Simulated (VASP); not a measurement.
Wanted: the native input for a VASP 6.6.1 run.

| Item | Value |
| --- | --- |
| Task | single point |
| Functional | PBE |
| Potentials or basis | VASP PAW PBE potentials, release 64 (W_sv, Se) |
| Cutoff | 520 eV |
| k mesh | 18 × 18 × 4 |
| Occupations | gaussian, width 0.05 eV |
| Spin | no spin polarisation |
| Dipole correction | no |
| Further INCAR settings | ALGO = Normal; EDIFF = 1e-06; NBANDS = 35 |

The structure of WSe2 lies in POSCAR:

```
WSe2
1.0
    3.2900000000      0.0000000000      0.0000000000
   -1.6450000000      2.8492235800      0.0000000000
    0.0000000000      0.0000000000     12.9700000000
W Se
2 4
Direct
    0.3333333300      0.6666666700      0.2500000000
    0.6666666700      0.3333333300      0.7500000000
    0.3333333300      0.6666666700      0.6210000000
    0.6666666700      0.3333333300      0.1210000000
    0.3333333300      0.6666666700      0.8790000000
    0.6666666700      0.3333333300      0.3790000000
```

These files were run (other wordings do the same):

INCAR

```
ALGO = Normal
EDIFF = 1E-6
ENCUT = 520
GGA = PE
ISIF = 2
ISMEAR = 0
LASPH = True
LCHARG = True
LELF = True
LREAL = False
LVHAR = True
LWAVE = False
NBANDS = 35
NELM = 100
PREC = Accurate
SIGMA = 0.05
```

KPOINTS

```
k-points
0
Gamma
  18 18 4
```

Potentials or basis: VASP PAW PBE potentials, release 64 (W_sv, Se).

The run is started by

```bash
$ cat potpaw_PBE.64/W_sv/POTCAR potpaw_PBE.64/Se/POTCAR > POTCAR
$ mpirun -np 1 vasp_std > vasp.out
```

Results of the run:

```json
{
 "Pressure": "4.0 GPa",
 "Largest force": "0.218 eV/Å",
 "Band gap on the k mesh": "0.97 eV, indirect (least direct gap 1.52 eV)"
}
```

Caveat: spin-orbit coupling is left out, which moves the levels of the heavy elements; this functional lacks dispersion, which binds the layers, so the pressure and a relaxed spacing across them are unreliable.

Wall time 4.3 min on 1 thread of AMD EPYC 7R13 Processor (Zen 3), on a shared host, peak memory 0.46 GiB.
